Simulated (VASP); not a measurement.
# LiF (I4/mmm) in VASP: single point with r2SCAN

Aim: the single point of LiF with r2SCAN.

All numbers are computed with VASP 6.6.1; they aren't measurements. Logs are shortened: lines on timing, memory, paths and dates and some standing lists are left out, and cuts for length are marked.

## (1) The cell of the first run

Symmetry: I4/mmm, No. 139, tetragonal system. The conventional cell has a = 2.657 Å, b = 2.657 Å, c = 4.177 Å, α = 90.00°, β = 90.00°, γ = 90.00°. Within 2.5 Å of Li (site symmetry 4/mmm) lie 6 F at 1.88 to 2.09 Å. Within 2.5 Å of F (site symmetry 4/mmm) lie 6 Li at 1.88 to 2.09 Å.

## (2) Single point, r2SCAN (epitaxial xy strain -5.8%)

File POSCAR:

```
LiF
1.0
    0.0000000000      1.8787702053      2.0884198977
    1.8787702053      0.0000000000      2.0884198977
    1.8787702053      1.8787702053      0.0000000000
Li F
1 1
Direct
    0.0000000000      0.0000000000      0.0000000000
    0.5000000000      0.5000000000      0.5000000000
```

File INCAR.step1:

```
SYSTEM = LiF
PREC = Accurate
ENCUT = 520
ISMEAR = 0
SIGMA = 0.01
LREAL = .FALSE.
LASPH = .TRUE.
NELM = 60
NBANDS = 12
GGA = PE
ALGO = Normal
EDIFF = 1E-4
LWAVE = .TRUE.
LCHARG = .FALSE.
```

File INCAR.step2:

```
SYSTEM = LiF
PREC = Accurate
ENCUT = 520
EDIFF = 1E-7
ISMEAR = 0
SIGMA = 0.01
LREAL = .FALSE.
LASPH = .TRUE.
NELM = 60
ALGO = Normal
ISIF = 2
LWAVE = .FALSE.
LCHARG = .FALSE.
METAGGA = R2SCAN
LMIXTAU = .TRUE.
NBANDS = 12
ISTART = 1
```

File KPOINTS:

```
regular mesh
0
G
  10 10 10
  0 0 0
```

Potentials or basis: VASP PAW PBE potentials, release 64 (Li_sv, F).

Started as:

```
> cat potpaw_PBE.64/Li_sv/POTCAR potpaw_PBE.64/F/POTCAR > POTCAR
> cp INCAR.step1 INCAR
> mpirun -np 1 vasp_std > vasp.out
> cp INCAR.step2 INCAR
> mpirun -np 1 vasp_std > vasp.out
```

OUTCAR:

```text
SYSTEM = LiF
   PREC = Accurate
   ENCUT = 520
   EDIFF = 1E-7
   ISMEAR = 0
   LREAL = .FALSE.
   LASPH = .TRUE.
   NELM = 60
   ISIF = 2
   METAGGA = R2SCAN
   ISTART = 1

 ion  position               nearest neighbor table
   1  0.000  0.000  0.000-   2 1.88   2 1.88   2 1.88   2 1.88   2 2.09   2 2.09
   2  0.500  0.500  0.500-   1 1.88   1 1.88   1 1.88   1 1.88   1 2.09   1 2.09

  LATTYP: Found a body centered tetragonal cell.
 ALAT       =     2.6569823049
 C/A-ratio  =     1.5720239415

  Lattice vectors:

 A1 = (  -1.8787702053,   0.0000000000,   2.0884198977)
 A2 = (   1.8787702053,   0.0000000000,   2.0884198977)
 A3 = (   0.0000000000,   1.8787702053,  -2.0884198977)

Analysis of symmetry for initial positions (statically):
=====================================================================
 Subroutine PRICEL returns:
 Original cell was already a primitive cell.

 Routine SETGRP: Setting up the symmetry group for a
 body centered tetragonal supercell.

 Subroutine GETGRP returns: Found 16 space group operations
 (whereof 16 operations were pure point group operations)
 out of a pool of 16 trial point group operations.

The static configuration has the point symmetry D_4h.

Analysis of symmetry for dynamics (positions and initial velocities):
=====================================================================
 Subroutine PRICEL returns:
 Original cell was already a primitive cell.

 Routine SETGRP: Setting up the symmetry group for a
 body centered tetragonal supercell.

 Subroutine GETGRP returns: Found 16 space group operations
 (whereof 16 operations were pure point group operations)
 out of a pool of 16 trial point group operations.

The dynamic configuration has the point symmetry D_4h.

 Subroutine INISYM returns: Found 16 space group operations
 (whereof 16 operations are pure point group operations),
 and found     1 'primitive' translations

----------------------------------------------------------------------------------------

                                     Primitive cell

  volume of cell :      14.7433

  direct lattice vectors                    reciprocal lattice vectors
     0.000000000  1.878770205  2.088419898    -0.266131536  0.266131536  0.239415455
     1.878770205  0.000000000  2.088419898     0.266131536 -0.266131536  0.239415455
     1.878770205  1.878770205  0.000000000     0.266131536  0.266131536 -0.239415455

  length of vectors
     2.809141355  2.809141355  2.656982305     0.446062494  0.446062494  0.446062494

  position of ions in fractional coordinates (direct lattice)
     0.000000000  0.000000000  0.000000000
     0.500000000  0.500000000  0.500000000

  ion indices of the primitive-cell ions
   primitive index   ion index
                 1           1
                 2           2

----------------------------------------------------------------------------------------

 KPOINTS: regular mesh

Automatic generation of k-mesh.
 Grid dimensions read from file:
 generate k-points for:   10   10   10

 Generating k-lattice:

  Cartesian coordinates                     Fractional coordinates (reciprocal lattice)
    -0.026613154  0.026613154  0.023941545     0.100000000  0.000000000  0.000000000
     0.026613154 -0.026613154  0.023941545     0.000000000  0.100000000  0.000000000
     0.026613154  0.026613154 -0.023941545     0.000000000  0.000000000  0.100000000

  Length of vectors
     0.044606249  0.044606249  0.044606249

  Shift w.r.t. Gamma in fractional coordinates (k-lattice)
     0.000000000  0.000000000  0.000000000

 Subroutine IBZKPT returns following result:
 ===========================================

 Found    102 irreducible k-points:

 Following reciprocal coordinates:
            Coordinates               Weight
  0.000000  0.000000  0.000000      1.000000
  0.100000 -0.000000  0.000000      8.000000
  0.200000 -0.000000  0.000000      8.000000
  0.300000 -0.000000  0.000000      8.000000
  0.400000 -0.000000  0.000000      8.000000
  0.500000 -0.000000  0.000000      4.000000
[... 16 lines left out ...]
  0.300000  0.300000  0.000000      2.000000
  0.400000  0.300000  0.000000      8.000000
 [... further k-points ...]
   k-points           NKPTS =    102   k-points in BZ     NKDIM =    102   number of bands    NBANDS=     12
   number of dos      NEDOS =    301   number of ions     NIONS =      2
   total plane-waves  NPLWV =  11520
   dimension x,y,z NGX =    24 NGY =   24 NGZ =   20
   dimension x,y,z NGXF=    48 NGYF=   48 NGZF=   40
   ions per type =               1   1
   NGX,Y,Z   is equivalent  to a cutoff of  14.20, 14.20, 12.51 a.u.
   NGXF,Y,Z  is equivalent  to a cutoff of  28.41, 28.41, 25.03 a.u.
 SYSTEM =  LiF
   PREC   = accura    normal or accurate (medium, high low for compatibility)
   ISTART =      1    job   : 0-new  1-cont  2-samecut
   ICHARG =      0    charge: 1-file 2-atom 10-const
   ISPIN  =      1    spin polarized calculation?
   LNONCOLLINEAR =      F non collinear calculations
   LSORBIT =      F    spin-orbit coupling
   LASPH  =      T    aspherical Exc in radial PAW
   ENCUT  =  520.0 eV  38.22 Ry    6.18 a.u.   5.22  5.22  4.94*2*pi/ulx,y,z
   NELM   =     60;   NELMIN=  2; NELMDL=  0     # of ELM steps
   EDIFF  = 0.1E-06   stopping-criterion for ELM
   LREAL  =      F    real-space projection
   EDIFFG = 0.1E-05   stopping-criterion for IOM
   NSW    =      0    number of steps for IOM
   IBRION =     -1    ionic relax: 0-MD 1-quasi-New 2-CG
   NFREE  =      0    steps in history (QN), initial steepest desc. (CG)
   ISIF   =      2    stress and relaxation
   ISYM   =      2    0-nonsym 1-usesym 2-fastsym
   POTIM  = 0.5000    time-step for ionic-motion
   TEBEG  =    0.0;   TEEND  =   0.0 temperature during run
   PSTRESS=    0.0 pullay stress
   NELECT =      10.0000    total number of electrons
   NUPDOWN=      -1.0000    fix difference up-down
   EMIN   =  10.00;   EMAX   =-10.00  energy-range for DOS
   EFERMI =   0.00;   METHOD = LEGACY
   ISMEAR =     0;   SIGMA  =   0.01  broadening in eV -4-tet -1-fermi 0-gaus
   EFERMI_NEDOS =   21; number of points for ismear=-14 and -15
   IALGO  =     38    algorithm
   IMIX   =      4    mixing-type and parameters
     AMIX     =   0.40;   BMIX     =  1.00
     AMIX_MAG =   1.60;   BMIX_MAG =  1.00
  volume/ion in A,a.u.               =       7.37        49.75
  Fermi-wavevector in a.u.,A,eV,Ry     =   1.438389  2.718162 28.149962  2.068964
  Thomas-Fermi vector in A             =   2.557361
   LORBIT       =      0    0 simple, 1 ext, 2 COOP (PROOUT), +10 PAW based schemes
   METAGGA = R2SCAN    functional components
   LHFCALC =     F    Hartree Fock is set to
   AEXX    =    0.0000 exact exchange contribution
   IVDW    =     0    specifies the selected vdW correction
   LEPSILON=     F    determine dielectric tensor
   LRPA    =     F    only Hartree local field effects (RPA)
 non-spin polarized calculation
 Gauss-broadening in eV      SIGMA  =   0.01
  energy-cutoff  :      520.00
  volume of cell :       14.74
 maximum number of plane-waves:       405
 NGX is ok and might be reduce to    24
   NGX = 11   NGY = 11   NGZ =  9

 number of electron       9.9999999 magnetization

 Free energy of the ion-electron system (eV)
  ---------------------------------------------------
  ext. energy  EPLUGINS =         0.00000000
  ---------------------------------------------------
  free energy    TOTEN  =       -11.83416845 eV

  energy without entropy =      -11.83416845  energy(sigma->0) =      -11.83416845

 E-fermi :  -0.8485     XC(G=0): -11.0828

 val. band max:       -0.9044104132   @ k =   0.0000   0.0000   0.0000
 cond. band min:      10.1968149646   @ k =   0.0000   0.0000   0.0000
 fundamental gap:     11.1012253778
 Fermi energy:        -0.8484621264

 k-point     1 :       0.0000    0.0000    0.0000
  band No.  band energies     occupation
      1     -42.8347      2.00000
      2     -22.3833      2.00000
      3      -1.0755      2.00000
      4      -1.0755      2.00000
      5      -0.9044      2.00000
      6      10.1968      0.00000
      7      24.7279      0.00000
      8      25.0583      0.00000
      9      26.0161      0.00000
     10      26.0167      0.00000
     11      27.7087      0.00000
     12      27.7103      0.00000

 k-point     2 :       0.1000   -0.0000    0.0000
  band No.  band energies     occupation
      1     -42.8260      2.00000
      2     -22.3427      2.00000
      3      -1.3469      2.00000
      4      -1.0826      2.00000
      5      -0.9886      2.00000
      6      10.4787      0.00000
      7      22.5239      0.00000
      8      23.8616      0.00000
      9      25.5440      0.00000
     10      26.6099      0.00000
     11      27.7759      0.00000
     12      28.1669      0.00000

 k-point     3 :       0.2000   -0.0000    0.0000
  band No.  band energies     occupation
      1     -42.8027      2.00000
      2     -22.2323      2.00000
      3      -2.0841      2.00000
      4      -1.1218      2.00000
      5      -1.1000      2.00000
      6      11.0828      0.00000
      7      19.9836      0.00000
      8      22.1545      0.00000
      9      24.1592      0.00000
     10      27.9074      0.00000
     11      28.7572      0.00000
     12      29.2005      0.00000
[... 286 lines left out ...]
 k-point    23 :       0.3000    0.3000    0.0000
  band No.  band energies     occupation
      1     -42.7765      2.00000
      2     -21.9511      2.00000
      3      -3.2862      2.00000
      4      -1.6422      2.00000
      5      -1.6422      2.00000
      6      12.9125      0.00000
      7      19.4390      0.00000
      8      20.5703      0.00000
      9      23.6214      0.00000
     10      23.6225      0.00000
     11      36.6481      0.00000
     12      37.3166      0.00000

 k-point    24 :       0.4000    0.3000    0.0000
  band No.  band energies     occupation
      1     -42.7612      2.00000
      2     -21.8400      2.00000
      3      -3.7390      2.00000
      4      -1.8847      2.00000
      5      -1.7132      2.00000
      6      13.5700      0.00000
      7      18.4331      0.00000
      8      20.2344      0.00000
      9      23.3316      0.00000
     10      24.3323      0.00000
     11      36.2863      0.00000
     12      38.1541      0.00000

 [... further k-points ...]

------------------------ aborting loop because EDIFF is reached ----------------------------------------

  FORCE on cell =-STRESS in cart. coord.  units (eV):
  Direction    XX          YY          ZZ          XY          YZ          ZX
  --------------------------------------------------------------------------------------
  -------------------------------------------------------------------------------------
  Total        1.1806638      1.1806638     -0.0971471      0.0000000      0.0000000     -0.0000000
  in kB      128.3044388    128.3044388    -10.5571141      0.0000000      0.0000000     -0.0000000
  external PRESSURE =      82.0172545 kB  Pullay stress =       0.0000000 kB

 VOLUME and BASIS-vectors are now :
 -----------------------------------------------------------------------------
  energy-cutoff  :      520.00
  volume of cell :       14.74
      direct lattice vectors                 reciprocal lattice vectors
     0.000000000  1.878770205  2.088419898    -0.266131536  0.266131536  0.239415455
     1.878770205  0.000000000  2.088419898     0.266131536 -0.266131536  0.239415455
     1.878770205  1.878770205  0.000000000     0.266131536  0.266131536 -0.239415455

 POSITION                                       TOTAL-FORCE (eV/Angst)
 -----------------------------------------------------------------------------------
      0.00000      0.00000      0.00000         0.000000      0.000000      0.000000
      1.87877      1.87877      2.08842         0.000000      0.000000      0.000000
 -----------------------------------------------------------------------------------
    total drift:                               -0.000000     -0.000000      0.000000

  FREE ENERGIE OF THE ION-ELECTRON SYSTEM (eV)
  ---------------------------------------------------
  free  energy   TOTEN  =       -11.8341684505 eV

  energy  without entropy=      -11.8341684505  energy(sigma->0) =      -11.83416845
```

Wall time 100 s (1 thread of Intel Xeon 8259CL, shared host); peak memory 0.14 GiB.

What came out:

| Property | Result |
| --- | --- |
| Free energy | -11.8342 eV |
| Band gap on the k mesh | 11.10 eV |

Caveat: the cell differs from its parent crystal (epitaxial xy strain -5.8%); the cutoff is under 1.25 times the usual one of these potentials, so pressure, stress and relaxed cells hold a basis-set (Pulay) error; the PAW data sets were made with another functional, which shifts forces and pressure a little.
